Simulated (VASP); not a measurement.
# Ca (Pm-3m) in VASP: single point with PBEsol

Aim: the single point of Ca with PBEsol.

All numbers are computed with VASP 6.6.1; they aren't measurements. Logs are shortened: lines on timing, memory, paths and dates and some standing lists are left out, and cuts for length are marked.

### Step 1. The cell of the first run

It takes space group Pm-3m (No. 221, cubic). Conventional cell: a = 3.477 Å, b = 3.477 Å, c = 3.477 Å, α = 90.00°, β = 90.00°, γ = 90.00°. Within 4.6 Å of Ca (site symmetry m-3m) lie 6 Ca at 3.48 Å.

### Step 2. Single point, PBEsol

File INCAR:

```
PREC = Accurate
ENCUT = 520
EDIFF = 1E-6
ISMEAR = -1
SIGMA = 0.13605693000000002
LREAL = False
LASPH = True
NELM = 100
ALGO = Normal
ISIF = 2
LWAVE = False
LCHARG = True
GGA = PS
LELF = True
LVHAR = True
NBANDS = 11
```

File KPOINTS:

```
Automatic mesh
0
Gamma
  10 10 10
```

File POSCAR:

```
Ca
1.0
    3.4767161959      0.0000000000      0.0000000000
    0.0000000000      3.4767161959      0.0000000000
    0.0000000000      0.0000000000      3.4767161959
Ca
1
Direct
    0.0000000000      0.0000000000      0.0000000000
```

Potentials or basis: VASP PAW PBE potentials, release 64 (Ca_sv).

Started as:

```console
cat potpaw_PBE.64/Ca_sv/POTCAR > POTCAR
mpirun -np 1 vasp_std > vasp.out
```

OUTCAR:

```text
PREC = Accurate
   ENCUT = 520
   EDIFF = 1E-6
   ISMEAR = -1
   LREAL = False
   LASPH = True
   NELM = 100
   ISIF = 2
   GGA = PS

 ion  position               nearest neighbor table
   1  0.000  0.000  0.000-

  LATTYP: Found a simple cubic cell.
 ALAT       =     3.4767161959

  Lattice vectors:

 A1 = (   3.4767161959,   0.0000000000,   0.0000000000)
 A2 = (   0.0000000000,   3.4767161959,   0.0000000000)
 A3 = (   0.0000000000,   0.0000000000,   3.4767161959)

Analysis of symmetry for initial positions (statically):
=====================================================================
 Subroutine PRICEL returns:
 Original cell was already a primitive cell.

 Routine SETGRP: Setting up the symmetry group for a
 simple cubic supercell.

 Subroutine GETGRP returns: Found 48 space group operations
 (whereof 48 operations were pure point group operations)
 out of a pool of 48 trial point group operations.

The static configuration has the point symmetry O_h .

Analysis of symmetry for dynamics (positions and initial velocities):
=====================================================================
 Subroutine PRICEL returns:
 Original cell was already a primitive cell.

 Routine SETGRP: Setting up the symmetry group for a
 simple cubic supercell.

 Subroutine GETGRP returns: Found 48 space group operations
 (whereof 48 operations were pure point group operations)
 out of a pool of 48 trial point group operations.

The dynamic configuration has the point symmetry O_h .

 Subroutine INISYM returns: Found 48 space group operations
 (whereof 48 operations are pure point group operations),
 and found     1 'primitive' translations

----------------------------------------------------------------------------------------

                                     Primitive cell

  volume of cell :      42.0250

  direct lattice vectors                    reciprocal lattice vectors
     3.476716196  0.000000000  0.000000000     0.287627734  0.000000000  0.000000000
     0.000000000  3.476716196  0.000000000     0.000000000  0.287627734  0.000000000
     0.000000000  0.000000000  3.476716196     0.000000000  0.000000000  0.287627734

  length of vectors
     3.476716196  3.476716196  3.476716196     0.287627734  0.287627734  0.287627734

  position of ions in fractional coordinates (direct lattice)
     0.000000000  0.000000000  0.000000000

  ion indices of the primitive-cell ions
   primitive index   ion index
                 1           1

----------------------------------------------------------------------------------------

 KPOINTS: Automatic mesh

Automatic generation of k-mesh.
 Grid dimensions read from file:
 generate k-points for:   10   10   10

 Generating k-lattice:

  Cartesian coordinates                     Fractional coordinates (reciprocal lattice)
     0.028762773  0.000000000  0.000000000     0.100000000  0.000000000  0.000000000
     0.000000000  0.028762773  0.000000000     0.000000000  0.100000000  0.000000000
     0.000000000  0.000000000  0.028762773     0.000000000  0.000000000  0.100000000

  Length of vectors
     0.028762773  0.028762773  0.028762773

  Shift w.r.t. Gamma in fractional coordinates (k-lattice)
     0.000000000  0.000000000  0.000000000

 Subroutine IBZKPT returns following result:
 ===========================================

 Found     56 irreducible k-points:

 Following reciprocal coordinates:
            Coordinates               Weight
  0.000000  0.000000  0.000000      1.000000
  0.100000  0.000000  0.000000      6.000000
  0.200000  0.000000  0.000000      6.000000
  0.300000  0.000000  0.000000      6.000000
  0.400000  0.000000  0.000000      6.000000
  0.500000  0.000000  0.000000      3.000000
[... 16 lines left out ...]
  0.200000  0.100000  0.100000     24.000000
  0.300000  0.100000  0.100000     24.000000
 [... further k-points ...]
   k-points           NKPTS =     56   k-points in BZ     NKDIM =     56   number of bands    NBANDS=     11
   number of dos      NEDOS =    301   number of ions     NIONS =      1
   total plane-waves  NPLWV =  21952
   dimension x,y,z NGX =    28 NGY =   28 NGZ =   28
   dimension x,y,z NGXF=    56 NGYF=   56 NGZF=   56
   ions per type =               1
   NGX,Y,Z   is equivalent  to a cutoff of  13.39, 13.39, 13.39 a.u.
   NGXF,Y,Z  is equivalent  to a cutoff of  26.78, 26.78, 26.78 a.u.
 SYSTEM =  unknown system
   PREC   = accura    normal or accurate (medium, high low for compatibility)
   ISTART =      0    job   : 0-new  1-cont  2-samecut
   ICHARG =      2    charge: 1-file 2-atom 10-const
   ISPIN  =      1    spin polarized calculation?
   LNONCOLLINEAR =      F non collinear calculations
   LSORBIT =      F    spin-orbit coupling
   LASPH  =      T    aspherical Exc in radial PAW
   ENCUT  =  520.0 eV  38.22 Ry    6.18 a.u.   6.46  6.46  6.46*2*pi/ulx,y,z
   NELM   =    100;   NELMIN=  2; NELMDL= -5     # of ELM steps
   EDIFF  = 0.1E-05   stopping-criterion for ELM
   LREAL  =      F    real-space projection
   EDIFFG = 0.1E-04   stopping-criterion for IOM
   NSW    =      0    number of steps for IOM
   IBRION =     -1    ionic relax: 0-MD 1-quasi-New 2-CG
   NFREE  =      0    steps in history (QN), initial steepest desc. (CG)
   ISIF   =      2    stress and relaxation
   ISYM   =      2    0-nonsym 1-usesym 2-fastsym
   POTIM  = 0.5000    time-step for ionic-motion
   TEBEG  =    0.0;   TEEND  =   0.0 temperature during run
   PSTRESS=    0.0 pullay stress
   NELECT =      10.0000    total number of electrons
   NUPDOWN=      -1.0000    fix difference up-down
   EMIN   =  10.00;   EMAX   =-10.00  energy-range for DOS
   EFERMI =   0.00;   METHOD = LEGACY
   ISMEAR =    -1;   SIGMA  =   0.14  broadening in eV -4-tet -1-fermi 0-gaus
   EFERMI_NEDOS =   21; number of points for ismear=-14 and -15
   IALGO  =     38    algorithm
   IMIX   =      4    mixing-type and parameters
     AMIX     =   0.40;   BMIX     =  1.00
     AMIX_MAG =   1.60;   BMIX_MAG =  1.00
  volume/ion in A,a.u.               =      42.02       283.60
  Fermi-wavevector in a.u.,A,eV,Ry     =   1.014469  1.917069 14.002409  1.029148
  Thomas-Fermi vector in A             =   2.147699
   LORBIT       =      0    0 simple, 1 ext, 2 COOP (PROOUT), +10 PAW based schemes
   GGA     = PS    functional components
   LHFCALC =     F    Hartree Fock is set to
   AEXX    =    0.0000 exact exchange contribution
   IVDW    =     0    specifies the selected vdW correction
   LEPSILON=     F    determine dielectric tensor
   LRPA    =     F    only Hartree local field effects (RPA)
 non-spin polarized calculation
  energy-cutoff  :      520.00
  volume of cell :       42.02
 maximum number of plane-waves:      1147
 NGX is ok and might be reduce to    28
   NGX = 13   NGY = 13   NGZ = 13

 number of electron      10.0000000 magnetization

 Free energy of the ion-electron system (eV)
  ---------------------------------------------------
  ext. energy  EPLUGINS =         0.00000000
  ---------------------------------------------------
  free energy    TOTEN  =        -1.77193725 eV

  energy without entropy =       -1.71022130  energy(sigma->0) =       -1.74107927

 E-fermi :   1.8251     XC(G=0):  -7.8014

 val. band max:        1.8141189142   @ k =   0.5000   0.2000   0.2000
 cond. band min:       1.8294840012   @ k =   0.5000   0.3000   0.3000
 fundamental gap:      0.0153650870
 Fermi energy:         1.8250811316

 k-point     1 :       0.0000    0.0000    0.0000
  band No.  band energies     occupation
      1     -40.1536      2.00000
      2     -21.1107      2.00000
      3     -21.1107      2.00000
      4     -21.1107      2.00000
      5      -2.0834      2.00000
      6       2.6225      0.00568
      7       2.6225      0.00568
      8       6.0114      0.00000
      9       6.0114      0.00000
     10       6.0114      0.00000
     11      10.5730      0.00000

 k-point     2 :       0.1000    0.0000    0.0000
  band No.  band energies     occupation
      1     -40.1515      2.00000
      2     -21.1337      2.00000
      3     -21.1087      2.00000
      4     -21.1087      2.00000
      5      -1.9387      2.00000
      6       2.6666      0.00411
      7       2.6687      0.00405
      8       5.8482      0.00000
      9       5.8482      0.00000
     10       6.0223      0.00000
     11       9.6954      0.00000

 k-point     3 :       0.2000    0.0000    0.0000
  band No.  band energies     occupation
      1     -40.1463      2.00000
      2     -21.1935      2.00000
      3     -21.1036      2.00000
      4     -21.1036      2.00000
      5      -1.5191      2.00000
      6       2.7236      0.00271
      7       2.7866      0.00170
      8       5.4788      0.00000
      9       5.4788      0.00000
     10       6.0510      0.00000
     11       8.3717      0.00000

 k-point     4 :       0.3000    0.0000    0.0000
  band No.  band energies     occupation
      1     -40.1398      2.00000
      2     -21.2665      2.00000
      3     -21.0974      2.00000
      4     -21.0974      2.00000
      5      -0.8652      2.00000
      6       2.5430      0.01017
      7       2.9448      0.00053
      8       5.0982      0.00000
      9       5.0982      0.00000
     10       6.0869      0.00000
     11       7.4907      0.00000

 k-point     5 :       0.4000    0.0000    0.0000
  band No.  band energies     occupation
      1     -40.1345      2.00000
      2     -21.3248      2.00000
      3     -21.0923      2.00000
      4     -21.0923      2.00000
      5      -0.0472      2.00000
      6       1.9475      0.57808
      7       3.0821      0.00019
      8       4.8308      0.00000
      9       4.8308      0.00000
     10       6.1163      0.00000
     11       7.2160      0.00000

 k-point     6 :       0.5000    0.0000    0.0000
  band No.  band energies     occupation
      1     -40.1324      2.00000
      2     -21.3468      2.00000
      3     -21.0903      2.00000
      4     -21.0903      2.00000
      5       0.6118      1.99973
      6       1.3293      1.94902
      7       3.1371      0.00013
      8       4.7359      0.00000
      9       4.7359      0.00000
     10       6.1276      0.00000
     11       7.2116      0.00000

 k-point     7 :       0.1000    0.1000    0.0000
  band No.  band energies     occupation
      1     -40.1495      2.00000
      2     -21.1328      2.00000
      3     -21.1305      2.00000
      4     -21.1068      2.00000
      5      -1.7952      2.00000
      6       2.7089      0.00301
      7       2.7239      0.00270
      8       5.6608      0.00000
      9       5.8172      0.00000
     10       5.9098      0.00000
     11       9.9026      0.00000

 k-point     8 :       0.2000    0.1000    0.0000
  band No.  band energies     occupation
      1     -40.1443      2.00000
      2     -21.1913      2.00000
      3     -21.1263      2.00000
      4     -21.1017      2.00000
      5      -1.3795      2.00000
      6       2.7801      0.00179
      7       2.8463      0.00110
      8       5.2553      0.00000
      9       5.4901      0.00000
     10       5.9131      0.00000
     11       8.5949      0.00000
[... 141 lines left out ...]
 k-point    19 :       0.4000    0.4000    0.0000
  band No.  band energies     occupation
      1     -40.1159      2.00000
      2     -21.2988      2.00000
      3     -21.2967      2.00000
      4     -21.0747      2.00000
      5       1.2595      1.96918
      6       2.4186      0.02518
      7       3.9796      0.00000
      8       4.2130      0.00000
      9       5.0718      0.00000
     10       5.1268      0.00000
     11       7.0745      0.00000

 k-point    20 :       0.5000    0.4000    0.0000
  band No.  band energies     occupation
      1     -40.1139      2.00000
      2     -21.3190      2.00000
      3     -21.2949      2.00000
      4     -21.0728      2.00000
      5       1.4057      1.91231
      6       2.4649      0.01798
      7       4.0820      0.00000
      8       4.2577      0.00000
      9       5.0112      0.00000
     10       5.1292      0.00000
     11       6.8792      0.00000

 k-point    21 :       0.5000    0.5000    0.0000
  band No.  band energies     occupation
      1     -40.1119      2.00000
      2     -21.3160      2.00000
      3     -21.3160      2.00000
      4     -21.0710      2.00000
      5       1.4054      1.91251
      6       2.7324      0.00254
      7       4.2367      0.00000
      8       4.2367      0.00000
      9       5.0422      0.00000
     10       5.0422      0.00000
     11       6.7274      0.00000

 k-point    22 :       0.1000    0.1000    0.1000
  band No.  band energies     occupation
      1     -40.1475      2.00000
      2     -21.1318      2.00000
      3     -21.1285      2.00000
      4     -21.1285      2.00000
      5      -1.6531      2.00000
      6       2.7687      0.00194
      7       2.7687      0.00194
      8       5.5876      0.00000
      9       5.7285      0.00000
     10       5.7285      0.00000
     11      10.0443      0.00000

 k-point    23 :       0.2000    0.1000    0.1000
  band No.  band energies     occupation
      1     -40.1423      2.00000
      2     -21.1890      2.00000
      3     -21.1253      2.00000
      4     -21.1233      2.00000
      5      -1.2415      2.00000
      6       2.8566      0.00102
      7       2.8928      0.00078
      8       5.2307      0.00000
      9       5.3194      0.00000
     10       5.7493      0.00000
     11       8.8125      0.00000

 k-point    24 :       0.3000    0.1000    0.1000
  band No.  band energies     occupation
      1     -40.1358      2.00000
      2     -21.2614      2.00000
      3     -21.1187      2.00000
      4     -21.1168      2.00000
      5      -0.6009      2.00000
      6       2.6838      0.00362
      7       3.0640      0.00022
      8       4.8897      0.00000
      9       4.9693      0.00000
     10       5.8002      0.00000
     11       7.8080      0.00000

 [... further k-points ...]
[... 5 lines left out ...]
  --------------------------------------------------------------------------------------
  -------------------------------------------------------------------------------------
  Total       -0.0235659     -0.0235659     -0.0235659      0.0000000      0.0000000     -0.0000000
  in kB       -0.8984358     -0.8984358     -0.8984358      0.0000000      0.0000000     -0.0000000
  external PRESSURE =      -0.8984358 kB  Pullay stress =       0.0000000 kB

 VOLUME and BASIS-vectors are now :
 -----------------------------------------------------------------------------
  energy-cutoff  :      520.00
  volume of cell :       42.02
      direct lattice vectors                 reciprocal lattice vectors
     3.476716196  0.000000000  0.000000000     0.287627734  0.000000000  0.000000000
     0.000000000  3.476716196  0.000000000     0.000000000  0.287627734  0.000000000
     0.000000000  0.000000000  3.476716196     0.000000000  0.000000000  0.287627734

 POSITION                                       TOTAL-FORCE (eV/Angst)
 -----------------------------------------------------------------------------------
      0.00000      0.00000      0.00000         0.000000      0.000000      0.000000
 -----------------------------------------------------------------------------------
    total drift:                               -0.000000     -0.000000     -0.000000

  FREE ENERGIE OF THE ION-ELECTRON SYSTEM (eV)
  ---------------------------------------------------
  free  energy   TOTEN  =        -1.7719372493 eV

  energy  without entropy=       -1.7102212955  energy(sigma->0) =       -1.74107927
```

It took 25 s on 1 thread of Intel Xeon Platinum 8375C at 2.90GHz (Ice Lake), shared host; peak memory 0.16 GiB.

Results:

```
Free energy            : -1.7719 eV
Pressure               : -0.1 GPa
Band gap on the k mesh : zero (band 5 reaches 2.49 eV, above the bottom of band 6 at 1.33 eV)
```

Levels at points of the mesh, in eV from the Fermi level:
```
           k point  band 1  band 2  band 3  band 4  band 5  band 6  band 7  band 8  band 9  band 10
(0.00, 0.00, 0.00)  -41.98  -22.94  -22.94  -22.94   -3.91    0.80    0.80    4.19    4.19     4.19
(0.50, 0.00, 0.00)  -41.96  -23.17  -22.92  -22.92   -1.21   -0.50    1.31    2.91    2.91     4.30
(0.50, 0.50, 0.00)  -41.94  -23.14  -23.14  -22.90   -0.42    0.91    2.41    2.41    3.22     3.22
(0.50, 0.50, 0.50)  -41.92  -23.11  -23.11  -23.11    0.66    0.66    0.66    4.97    4.97     5.62
```

Caveat: the PAW data sets were made with another functional, which shifts forces and pressure a little.
